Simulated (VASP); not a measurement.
# W3O4 (Pm-3m) in VASP: a series of runs

W3O4 is run at these levels: PBE; tasks: single point.

All numbers are computed with VASP 6.6.1; they aren't measurements. Logs are shortened: lines on timing, memory, paths and dates and some standing lists are left out, and cuts for length are marked.

### 1 The cell of the first run

Symmetry: Pm-3m, No. 221, cubic system. Conventional cell: a = 4.149 Å, b = 4.149 Å, c = 4.149 Å, α = 90.00°, β = 90.00°, γ = 90.00°. Within 2.7 Å of W (site symmetry 4/mmm) lie 6 O at 2.07 Å. O (site symmetry m-3m) has 6 W at 2.07 Å within 2.7 Å. O (site symmetry 4/mmm) has 4 W at 2.07 Å within 2.7 Å.

The cell was built from a structure type or drawn by symmetry, and may not be a known phase.

### 2 Single point, PBE

INCAR reads:

```
PREC = Accurate
ENCUT = 520
EDIFF = 1E-7
ISMEAR = 0
SIGMA = 0.1
LREAL = F
LASPH = T
NELM = 80
ALGO = Normal
ISIF = 2
LWAVE = F
LCHARG = F
GGA = PE
NBANDS = 42
```

KPOINTS reads:

```
Automatic mesh
0
Gamma
  4 4 4
```

POSCAR reads:

```
W3O4
1.0
    4.1491543400      0.0000000000      0.0000000000
    0.0000000000      4.1491543400      0.0000000000
    0.0000000000      0.0000000000      4.1491543400
W O
3 4
Direct
    0.5000000000      0.5000000000      0.0000000000
    0.0000000000      0.5000000000      0.5000000000
    0.5000000000      0.0000000000      0.5000000000
    0.5000000000      0.5000000000      0.5000000000
    0.5000000000      0.0000000000      0.0000000000
    0.0000000000      0.5000000000      0.0000000000
    0.0000000000      0.0000000000      0.5000000000
```

Potentials or basis: VASP PAW PBE potentials, release 64 (W_sv, O).

Launch:

```
> cat potpaw_PBE.64/W_sv/POTCAR potpaw_PBE.64/O/POTCAR > POTCAR
> mpirun -np 1 vasp_std > vasp.out
```

OUTCAR:

```text
PREC = Accurate
   ENCUT = 520
   EDIFF = 1E-7
   ISMEAR = 0
   LREAL = F
   LASPH = T
   NELM = 80
   ISIF = 2
   GGA = PE

 ion  position               nearest neighbor table
   1  0.500  0.500  0.000-   4 2.07   5 2.07   6 2.07   4 2.07   5 2.07   6 2.07   3 2.93   3 2.93
                             3 2.93   2 2.93   3 2.93   2 2.93   2 2.93   2 2.93
   2  0.000  0.500  0.500-   4 2.07   6 2.07   7 2.07   6 2.07   7 2.07   4 2.07   3 2.93   3 2.93
                             1 2.93   1 2.93   3 2.93   1 2.93   1 2.93   3 2.93
   3  0.500  0.000  0.500-   4 2.07   5 2.07   7 2.07   5 2.07   4 2.07   7 2.07   2 2.93   1 2.93
                             2 2.93   1 2.93   1 2.93   2 2.93   1 2.93   2 2.93
   4  0.500  0.500  0.500-   1 2.07   2 2.07   3 2.07   1 2.07   3 2.07   2 2.07
   5  0.500  0.000  0.000-   1 2.07   3 2.07   3 2.07   1 2.07
   6  0.000  0.500  0.000-   1 2.07   2 2.07   2 2.07   1 2.07
   7  0.000  0.000  0.500-   2 2.07   3 2.07   2 2.07   3 2.07

  LATTYP: Found a simple cubic cell.
 ALAT       =     4.1491543400

  Lattice vectors:

 A1 = (   4.1491543400,   0.0000000000,   0.0000000000)
 A2 = (   0.0000000000,   4.1491543400,   0.0000000000)
 A3 = (   0.0000000000,   0.0000000000,   4.1491543400)

Analysis of symmetry for initial positions (statically):
=====================================================================
 Subroutine PRICEL returns:
 Original cell was already a primitive cell.

 Routine SETGRP: Setting up the symmetry group for a
 simple cubic supercell.

 Subroutine GETGRP returns: Found 48 space group operations
 (whereof 48 operations were pure point group operations)
 out of a pool of 48 trial point group operations.

The static configuration has the point symmetry O_h .

Analysis of symmetry for dynamics (positions and initial velocities):
=====================================================================
 Subroutine PRICEL returns:
 Original cell was already a primitive cell.

 Routine SETGRP: Setting up the symmetry group for a
 simple cubic supercell.

 Subroutine GETGRP returns: Found 48 space group operations
 (whereof 48 operations were pure point group operations)
 out of a pool of 48 trial point group operations.

The dynamic configuration has the point symmetry O_h .

 Subroutine INISYM returns: Found 48 space group operations
 (whereof 48 operations are pure point group operations),
 and found     1 'primitive' translations

----------------------------------------------------------------------------------------

                                     Primitive cell

  volume of cell :      71.4297

  direct lattice vectors                    reciprocal lattice vectors
     4.149154340  0.000000000  0.000000000     0.241012967  0.000000000  0.000000000
     0.000000000  4.149154340  0.000000000     0.000000000  0.241012967  0.000000000
     0.000000000  0.000000000  4.149154340     0.000000000  0.000000000  0.241012967

  length of vectors
     4.149154340  4.149154340  4.149154340     0.241012967  0.241012967  0.241012967

  position of ions in fractional coordinates (direct lattice)
     0.500000000  0.500000000  0.000000000
     0.000000000  0.500000000  0.500000000
     0.500000000  0.000000000  0.500000000
     0.500000000  0.500000000  0.500000000
     0.500000000  0.000000000  0.000000000
     0.000000000  0.500000000  0.000000000
     0.000000000  0.000000000  0.500000000

  ion indices of the primitive-cell ions
   primitive index   ion index
                 1           1
                 2           2
                 3           3
                 4           4
                 5           5
                 6           6
                 7           7

----------------------------------------------------------------------------------------

 KPOINTS: Automatic mesh

Automatic generation of k-mesh.
 Grid dimensions read from file:
 generate k-points for:    4    4    4

 Generating k-lattice:

  Cartesian coordinates                     Fractional coordinates (reciprocal lattice)
     0.060253242  0.000000000  0.000000000     0.250000000  0.000000000  0.000000000
     0.000000000  0.060253242  0.000000000     0.000000000  0.250000000  0.000000000
     0.000000000  0.000000000  0.060253242     0.000000000  0.000000000  0.250000000

  Length of vectors
     0.060253242  0.060253242  0.060253242

  Shift w.r.t. Gamma in fractional coordinates (k-lattice)
     0.000000000  0.000000000  0.000000000

 Subroutine IBZKPT returns following result:
 ===========================================

 Found     10 irreducible k-points:

 Following reciprocal coordinates:
            Coordinates               Weight
  0.000000  0.000000  0.000000      1.000000
  0.250000  0.000000  0.000000      6.000000
  0.500000  0.000000  0.000000      3.000000
  0.250000  0.250000  0.000000     12.000000
  0.500000  0.250000  0.000000     12.000000
  0.500000  0.500000  0.000000      3.000000
  0.250000  0.250000  0.250000      8.000000
  0.500000  0.250000  0.250000     12.000000
  0.500000  0.500000  0.250000      6.000000
  0.500000  0.500000  0.500000      1.000000
   k-points           NKPTS =     10   k-points in BZ     NKDIM =     10   number of bands    NBANDS=     42
   number of dos      NEDOS =    301   number of ions     NIONS =      7
   total plane-waves  NPLWV =  32768
   dimension x,y,z NGX =    32 NGY =   32 NGZ =   32
   dimension x,y,z NGXF=    64 NGYF=   64 NGZF=   64
   ions per type =               3   4
   NGX,Y,Z   is equivalent  to a cutoff of  12.82, 12.82, 12.82 a.u.
   NGXF,Y,Z  is equivalent  to a cutoff of  25.64, 25.64, 25.64 a.u.
 SYSTEM =  unknown system
   PREC   = accura    normal or accurate (medium, high low for compatibility)
   ISTART =      0    job   : 0-new  1-cont  2-samecut
   ICHARG =      2    charge: 1-file 2-atom 10-const
   ISPIN  =      1    spin polarized calculation?
   LNONCOLLINEAR =      F non collinear calculations
   LSORBIT =      F    spin-orbit coupling
   LASPH  =      T    aspherical Exc in radial PAW
   ENCUT  =  520.0 eV  38.22 Ry    6.18 a.u.   7.71  7.71  7.71*2*pi/ulx,y,z
   NELM   =     80;   NELMIN=  2; NELMDL= -5     # of ELM steps
   EDIFF  = 0.1E-06   stopping-criterion for ELM
   LREAL  =      F    real-space projection
   EDIFFG = 0.1E-05   stopping-criterion for IOM
   NSW    =      0    number of steps for IOM
   IBRION =     -1    ionic relax: 0-MD 1-quasi-New 2-CG
   NFREE  =      0    steps in history (QN), initial steepest desc. (CG)
   ISIF   =      2    stress and relaxation
   ISYM   =      2    0-nonsym 1-usesym 2-fastsym
   POTIM  = 0.5000    time-step for ionic-motion
   TEBEG  =    0.0;   TEEND  =   0.0 temperature during run
   PSTRESS=    0.0 pullay stress
   NELECT =      66.0000    total number of electrons
   NUPDOWN=      -1.0000    fix difference up-down
   EMIN   =  10.00;   EMAX   =-10.00  energy-range for DOS
   EFERMI =   0.00;   METHOD = LEGACY
   ISMEAR =     0;   SIGMA  =   0.10  broadening in eV -4-tet -1-fermi 0-gaus
   EFERMI_NEDOS =   21; number of points for ismear=-14 and -15
   IALGO  =     38    algorithm
   IMIX   =      4    mixing-type and parameters
     AMIX     =   0.40;   BMIX     =  1.00
     AMIX_MAG =   1.60;   BMIX_MAG =  1.00
  volume/ion in A,a.u.               =      10.20        68.86
  Fermi-wavevector in a.u.,A,eV,Ry     =   1.594520  3.013205 34.592718  2.542493
  Thomas-Fermi vector in A             =   2.692581
   LORBIT       =      0    0 simple, 1 ext, 2 COOP (PROOUT), +10 PAW based schemes
   GGA     = PE    functional components
   LHFCALC =     F    Hartree Fock is set to
   AEXX    =    0.0000 exact exchange contribution
   IVDW    =     0    specifies the selected vdW correction
   LEPSILON=     F    determine dielectric tensor
   LRPA    =     F    only Hartree local field effects (RPA)
 non-spin polarized calculation
 Gauss-broadening in eV      SIGMA  =   0.10
  energy-cutoff  :      520.00
  volume of cell :       71.43
 maximum number of plane-waves:      1956
 NGX is ok and might be reduce to    32
   NGX = 15   NGY = 15   NGZ = 15

 number of electron      66.0000022 magnetization

 Free energy of the ion-electron system (eV)
  ---------------------------------------------------
  ext. energy  EPLUGINS =         0.00000000
  ---------------------------------------------------
  free energy    TOTEN  =       -61.08784941 eV

  energy without entropy =      -61.06032311  energy(sigma->0) =      -61.07408626

 E-fermi :  11.5454     XC(G=0): -13.1650

 val. band max:       11.4820603505   @ k =   0.2500   0.0000   0.0000
 cond. band min:      11.5538562138   @ k =   0.5000   0.2500   0.2500
 fundamental gap:      0.0717958633
 Fermi energy:        11.5453826308

 k-point     1 :       0.0000    0.0000    0.0000
  band No.  band energies     occupation
      1     -64.0306      2.00000
      2     -63.9480      2.00000
      3     -63.9480      2.00000
      4     -28.7484      2.00000
      5     -28.7484      2.00000
      6     -28.7484      2.00000
[... 34 lines left out ...]
     41      14.2354      0.00000
     42      14.4612      0.00000

 k-point     2 :       0.2500    0.0000    0.0000
  band No.  band energies     occupation
      1     -64.0200      2.00000
      2     -63.9584      2.00000
      3     -63.9479      2.00000
      4     -28.6987      2.00000
      5     -28.6987      2.00000
      6     -28.6815      2.00000
[... 34 lines left out ...]
     41      14.1427      0.00000
     42      14.5113      0.00000

 k-point     3 :       0.5000    0.0000    0.0000
  band No.  band energies     occupation
      1     -64.0029      2.00000
      2     -63.9753      2.00000
      3     -63.9478      2.00000
      4     -28.6351      2.00000
      5     -28.6351      2.00000
      6     -28.5241      2.00000
[... 267 lines left out ...]
      4     -29.0923      2.00000
      5     -28.6974      2.00000
      6     -28.5916      2.00000
[... 34 lines left out ...]
     41      17.5665      0.00000
     42      17.6125      0.00000

 k-point    10 :       0.5000    0.5000    0.5000
  band No.  band energies     occupation
      1     -63.9750      2.00000
      2     -63.9750      2.00000
      3     -63.9750      2.00000
      4     -29.2271      2.00000
      5     -28.6963      2.00000
      6     -28.6963      2.00000
[... 34 lines left out ...]
     41      16.3915      0.00000
     42      17.5798      0.00000

------------------------ aborting loop because EDIFF is reached ----------------------------------------

  FORCE on cell =-STRESS in cart. coord.  units (eV):
  Direction    XX          YY          ZZ          XY          YZ          ZX
  --------------------------------------------------------------------------------------
  -------------------------------------------------------------------------------------
  Total       14.3471454     14.3471454     14.3471454      0.0000000      0.0000000     -0.0000000
  in kB      321.8083533    321.8083533    321.8083533      0.0000000      0.0000000     -0.0000000
  external PRESSURE =     321.8083533 kB  Pullay stress =       0.0000000 kB

 VOLUME and BASIS-vectors are now :
 -----------------------------------------------------------------------------
  energy-cutoff  :      520.00
  volume of cell :       71.43
      direct lattice vectors                 reciprocal lattice vectors
     4.149154340  0.000000000  0.000000000     0.241012967  0.000000000  0.000000000
     0.000000000  4.149154340  0.000000000     0.000000000  0.241012967  0.000000000
     0.000000000  0.000000000  4.149154340     0.000000000  0.000000000  0.241012967

 POSITION                                       TOTAL-FORCE (eV/Angst)
 -----------------------------------------------------------------------------------
      2.07458      2.07458      0.00000         0.000000      0.000000      0.000000
      0.00000      2.07458      2.07458         0.000000      0.000000      0.000000
      2.07458      0.00000      2.07458         0.000000      0.000000      0.000000
      2.07458      2.07458      2.07458         0.000000      0.000000      0.000000
      2.07458      0.00000      0.00000         0.000000      0.000000      0.000000
      0.00000      2.07458      0.00000         0.000000      0.000000      0.000000
      0.00000      0.00000      2.07458         0.000000      0.000000      0.000000
 -----------------------------------------------------------------------------------
    total drift:                                0.000000     -0.000000     -0.000000

  FREE ENERGIE OF THE ION-ELECTRON SYSTEM (eV)
  ---------------------------------------------------
  free  energy   TOTEN  =       -61.0878494077 eV

  energy  without entropy=      -61.0603231099  energy(sigma->0) =      -61.07408626
```

It took 30 s on 1 thread of Intel Xeon Platinum 8259CL at 2.50GHz (Skylake/Cascade Lake), shared host; peak memory 0.18 GiB.

What came out:

```
Free energy            : -61.0878 eV
Pressure               : 32.2 GPa
Band gap on the k mesh : zero (bands 33 and 34 overlap by 1.89 eV)
```

Levels at points of the mesh, in eV from the Fermi level:
| k point | band 29 | band 30 | band 31 | band 32 | band 33 | band 34 | band 35 | band 36 | band 37 | band 38 |
| --- | --- | --- | --- | --- | --- | --- | --- | --- | --- | --- |
| (0.00, 0.00, 0.00) | -5.28 | -5.28 | -5.28 | -0.91 | -0.91 | -0.91 | -0.24 | -0.24 | 0.02 | 1.53 |
| (0.50, 0.00, 0.00) | -5.34 | -1.82 | -1.15 | -1.15 | -0.95 | -0.95 | 0.15 | 0.71 | 1.02 | 1.02 |
| (0.50, 0.50, 0.00) | -1.20 | -0.75 | -0.75 | -0.50 | 0.26 | 0.30 | 0.49 | 0.49 | 1.20 | 1.40 |
| (0.50, 0.50, 0.50) | 0.48 | 0.48 | 0.48 | 0.95 | 0.95 | 0.95 | 1.32 | 1.64 | 1.64 | 4.45 |

Caveat: the k points lie up to 0.38 Å⁻¹ apart, too coarse for converged energies and pressures of a metal; spin-orbit coupling is left out, which moves the levels of the heavy elements.

### 3 Single point, PBE

This run uses another cell than the first one, of 11.21 Å³/atom.

INCAR reads:

```
ALGO = Normal ; EDIFF = 1E-7
ENCUT = 520 ; GGA = PE
ISIF = 2 ; ISMEAR = 0
LASPH = True ; LCHARG = False
LREAL = False ; LWAVE = False
NBANDS = 42 ; NELM = 60
PREC = Accurate ; SIGMA = 0.1
```

KPOINTS reads:

```
k-points
0
Gamma
  4 4 4
```

POSCAR, as its differences from that of step 2:

```diff
@@ -2,5 +2,5 @@
 1.0
-    4.1491543400      0.0000000000      0.0000000000
-    0.0000000000      4.1491543400      0.0000000000
-    0.0000000000      0.0000000000      4.1491543400
+    4.2817608731      0.0000000000      0.0000000000
+    0.0000000000      4.2817608731      0.0000000000
+    0.0000000000      0.0000000000      4.2817608731
 W O
```

Potentials or basis: VASP PAW PBE potentials, release 64 (W_sv, O).

Launch:

```
> cat potpaw_PBE.64/W_sv/POTCAR potpaw_PBE.64/O/POTCAR > POTCAR
> mpirun -np 1 vasp_std > vasp.out
```

OUTCAR:

```text
EDIFF = 1E-7
   ENCUT = 520
   GGA = PE
   ISIF = 2
   ISMEAR = 0
   LASPH = True
   LREAL = False
   NELM = 60
   PREC = Accurate

 ion  position               nearest neighbor table
   1  0.500  0.500  0.000-   4 2.14   5 2.14   6 2.14   4 2.14   5 2.14   6 2.14   3 3.03   3 3.03
                             3 3.03   2 3.03   3 3.03   2 3.03   2 3.03   2 3.03
   2  0.000  0.500  0.500-   4 2.14   6 2.14   7 2.14   6 2.14   7 2.14   4 2.14   3 3.03   3 3.03
                             1 3.03   1 3.03   3 3.03   1 3.03   1 3.03   3 3.03
[... 649 lines left out ...]
  Total        0.9050917      0.9050917      0.9050917     -0.0000000      0.0000000      0.0000000
  in kB       18.4729359     18.4729359     18.4729359     -0.0000000      0.0000000      0.0000000
  external PRESSURE =      18.4729359 kB  Pullay stress =       0.0000000 kB

 VOLUME and BASIS-vectors are now :
 -----------------------------------------------------------------------------
  energy-cutoff  :      520.00
  volume of cell :       78.50
      direct lattice vectors                 reciprocal lattice vectors
     4.281760873  0.000000000  0.000000000     0.233548773  0.000000000  0.000000000
     0.000000000  4.281760873  0.000000000     0.000000000  0.233548773  0.000000000
     0.000000000  0.000000000  4.281760873     0.000000000  0.000000000  0.233548773

 POSITION                                       TOTAL-FORCE (eV/Angst)
 -----------------------------------------------------------------------------------
      2.14088      2.14088      0.00000         0.000000      0.000000      0.000000
      0.00000      2.14088      2.14088         0.000000      0.000000      0.000000
      2.14088      0.00000      2.14088         0.000000      0.000000      0.000000
      2.14088      2.14088      2.14088         0.000000      0.000000      0.000000
      2.14088      0.00000      0.00000         0.000000      0.000000      0.000000
      0.00000      2.14088      0.00000         0.000000      0.000000      0.000000
      0.00000      0.00000      2.14088         0.000000      0.000000      0.000000
 -----------------------------------------------------------------------------------
    total drift:                                0.000000     -0.000000     -0.000000

  FREE ENERGIE OF THE ION-ELECTRON SYSTEM (eV)
  ---------------------------------------------------
  free  energy   TOTEN  =       -61.7867688081 eV

  energy  without entropy=      -61.7555900216  energy(sigma->0) =      -61.77117941
```

It took 38 s on 1 thread of Intel Xeon Platinum 8259CL at 2.50GHz (Skylake/Cascade Lake), shared host; peak memory 0.18 GiB.

What came out:

```yaml
Free_energy: -61.7868 eV
Pressure: 1.8 GPa
Band_gap_on_the_k_mesh: zero (bands 33 and 34 overlap by 1.59 eV)
```

Caveat: the k points lie up to 0.37 Å⁻¹ apart, too coarse for converged energies and pressures of a metal; spin-orbit coupling is left out, which moves the levels of the heavy elements.
